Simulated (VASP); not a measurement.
Fe, 1 atom in the cell. Symmetry: Im-3m, No. 229, cubic system. Conventional cell: a = 2.867 Å, b = 2.867 Å, c = 2.867 Å, α = 90.00°, β = 90.00°, γ = 90.00°. Fe (site symmetry m-3m) has 14 Fe at 2.48 to 2.87 Å within 3.3 Å. 

- Program: VASP 6.6.1
- Task: single point
- Functional: r2SCAN
- Potentials or basis: VASP PAW PBE potentials, release 64 (Fe)
- Cutoff: 520 eV
- k mesh: 20 × 20 × 20
- Occupations: gaussian, width 0.1 eV
- Spin: collinear spin, ferromagnetic start
- Starting moments: [3.21] μB
- Dipole correction: no
- Further INCAR settings: ALGO = Normal; EDIFF = 1e-06; NBANDS = 14

Potentials or basis: VASP PAW PBE potentials, release 64 (Fe).

Launch:

```bash
$ cat potpaw_PBE.64/Fe/POTCAR > POTCAR
$ cp INCAR.step1 INCAR
$ mpirun -np 1 vasp_std > vasp.out
$ cp INCAR.step2 INCAR
$ mpirun -np 1 vasp_std > vasp.out
```

Hardware: 1 thread of Intel(R) Xeon(R) Platinum 8488C (Sapphire Rapids), with other jobs on the host.

Task: How long does it take, and how much memory?

Result: Wall time 2.9 min on 1 thread of Intel(R) Xeon(R) Platinum 8488C (Sapphire Rapids), on a shared host, peak memory 0.17 GiB. Counts: k points 256.
